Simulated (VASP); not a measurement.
Here is a VASP 6.6.1 calculation.

Contents of INCAR:

```
SYSTEM = HfN
PREC = Accurate ; ENCUT = 600
EDIFF = 1E-6 ; ISMEAR = 1
SIGMA = 0.1 ; LREAL = .False.
LASPH = .True. ; NELM = 60
ALGO = Normal ; ISIF = 3
LWAVE = .False. ; LCHARG = .False.
GGA = PS ; IBRION = 2
NSW = 80 ; EDIFFG = -0.01
```

KPOINTS

```
regular mesh
0
Gamma
  11 11 11
  0 0 0
```

The input POSCAR:

```
HfN
1.0
    0.0000000000      2.4548220000      2.4548220000
    2.4548220000      0.0000000000      2.4548220000
    2.4548220000      2.4548220000      0.0000000000
Hf N
1 1
Direct
    0.0000000000      0.0000000000      0.0000000000
    0.7500000000      0.7500000000      0.7500000000
```

Potentials or basis: VASP PAW PBE potentials, release 64 (Hf_pv, N).

The run is started by

```bash
$ cat potpaw_PBE.64/Hf_pv/POTCAR potpaw_PBE.64/N/POTCAR > POTCAR
$ mpirun -np 1 vasp_std > vasp.out
```

Problem. Estimate the space group after relaxing (to 0.05 Å).

Solution. F-43m (No. 216).

Problem. Predict the relaxed cell.

Solution. a = 3.437 Å, b = 3.437 Å, c = 3.437 Å, α = 60.00°, β = 60.00°, γ = 60.00°.

Final structure:
```
Hf N
1.0
     0.00000    2.43030    2.43030
     2.43030    0.00000    2.43030
     2.43030    2.43030    0.00000
Hf N
1 1
Cartesian
  0.0000 0.0000 0.0000
  3.6455 3.6455 3.6455
```
